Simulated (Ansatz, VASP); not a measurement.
**LiF in VASP and in Ansatz**

Contents of INCAR:

```
SYSTEM = LiF
  ALGO = Normal
  EDIFF = 1E-7
  ENCUT = 520
  GGA = PE
  ISIF = 2
  ISMEAR = 0
  LASPH = .True.
  LCHARG = .True.
  LELF = .True.
  LREAL = .False.
  LVHAR = .True.
  LWAVE = .False.
  NBANDS = 12
  NELM = 80
  PREC = Accurate
  SIGMA = 0.05
```

File KPOINTS:

```
k-points
0
Gamma
  10 10 10
  0 0 0
```

The input POSCAR:

```
LiF
1.0
    0.0000000000      2.0140000000      2.0945600000
    2.0140000000      0.0000000000      2.0945600000
    2.0140000000      2.0140000000      0.0000000000
Li F
1 1
Direct
    0.0000000000      0.0000000000      0.0000000000
    0.5000000000      0.5000000000      0.5000000000
```

Input for Ansatz:

```yaml
crystal:
  lattice:
    - [0.0, 2.014, 2.09456]
    - [2.014, 0.0, 2.09456]
    - [2.014, 2.014, 0.0]
  atoms:
    - { symbol: Li, position: [0.0, 0.0, 0.0] }
    - { symbol: F, position: [0.5, 0.5, 0.5] }
basis:
  ecutwfc: 420
kpoints:
  mp_grid: { grid: [10, 10, 10] }
hamiltonian:
  xc: pbe
scf:
  occupations: { method: gaussian, width: 0.05 }
output:
  forces: true
  stress: true
  eigenvalues: true
```

Change from the starting cell: strain +0.000 along x and y, +0.040 along z, atoms carried along.

Alike in both runs: task single point; functional PBE; k mesh 10 × 10 × 10; occupations gaussian, width 0.05 eV; no spin polarisation.

|  | VASP | Ansatz |
| --- | --- | --- |
| version | VASP 6.6.1 | Ansatz 0.2.0 |
| potentials or method | VASP PAW PBE potentials, release 64 (Li_sv, F), cutoff 520 eV | scalar-relativistic, plane waves, PAW |
| valence electrons in the cell | 10 | 10 |

|  | VASP | Ansatz | Ansatz less VASP |
| --- | --- | --- | --- |
| gap on the k mesh at the Fermi level (eV) | 8.69 | 8.69 | +0.002 |
| least direct gap on the mesh (eV) | 8.69 | 8.69 | +0.002 |

The functional is the same, so the differences come from potentials, cutoffs and numerics.

Noted on VASP's run: the cutoff is short for stress, so the pressure is rough.
